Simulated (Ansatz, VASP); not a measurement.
**C: VASP beside Ansatz**

POSCAR

```
C
1.0
    0.0000000000      1.7833700000      1.7833700000
    1.7833700000      0.0000000000      1.7833700000
    1.7833700000      1.7833700000      0.0000000000
C
2
Direct
    0.7500000000      0.7500000000      0.7500000000
    0.5000000000      0.5000000000      0.5000000000
```

File INCAR.step1:

```
SYSTEM = C
PREC = Accurate
ENCUT = 520
ISMEAR = -1
SIGMA = 0.05
LREAL = .False.
LASPH = .True.
NELM = 80
NBANDS = 11
GGA = PE
ALGO = Normal
EDIFF = 1E-4
LWAVE = .True.
LCHARG = .False.
```

File INCAR.step2:

```
SYSTEM = C
PREC = Accurate
ENCUT = 520
EDIFF = 1E-7
ISMEAR = -1
SIGMA = 0.05
LREAL = .False.
LASPH = .True.
NELM = 80
ALGO = Normal
ISIF = 2
LWAVE = .False.
LCHARG = .False.
METAGGA = R2SCAN
LMIXTAU = .True.
LUSE_VDW = .True.
IVDW_NL = 2
BPARAM = 11.95
CPARAM = 0.0093
NBANDS = 11
ISTART = 1
```

KPOINTS

```
Automatic mesh
0
Gamma
  13 13 13
  0 0 0
```

File input.yaml:

```yaml
crystal:
  lattice:
    - [0.0, 1.78337, 1.78337]
    - [1.78337, 0.0, 1.78337]
    - [1.78337, 1.78337, 0.0]
  atoms:
    - { symbol: C, position: [0.75, 0.75, 0.75] }
    - { symbol: C, position: [0.5, 0.5, 0.5] }
hamiltonian:
  xc: r2scan
  pseudopotentials: { kind: paw }
  dispersion: rvv10
kpoints:
  mp_grid: { grid: [13, 13, 13] }
scf:
  occupations: { method: fermi_dirac, width: 0.05 }
output:
  forces: true
  stress: true
  eigenvalues: true
```

Alike in both runs: task single point; functional r2SCAN; dispersion rVV10; k mesh 13 × 13 × 13; occupations fermi-dirac, width 0.05 eV; no spin polarisation.

|  | VASP | Ansatz |
| --- | --- | --- |
| version | VASP 6.6.1 | Ansatz 0.2.0 |
| potentials or method | VASP PAW PBE potentials, release 64 (C) | Ansatz PAW |
| plane-wave cutoff (eV) | 520 | 500 |
| valence electrons in the cell | 8 | 8 |

|  | VASP | Ansatz | Ansatz less VASP |
| --- | --- | --- | --- |
| gap on the k mesh at the Fermi level (eV) | 4.31 | 4.33 | +0.028 |
| least direct gap on the mesh (eV) | 5.83 | 5.87 | +0.045 |
| pressure (GPa) | -2.2 | -3.3 | -1.11 |

VASP's potentials were made for PBE, not for r2SCAN.

Noted on Ansatz's run: odd divisions of the mesh miss points on the zone boundary, where band edges often lie, so the gap on the mesh can be too wide.
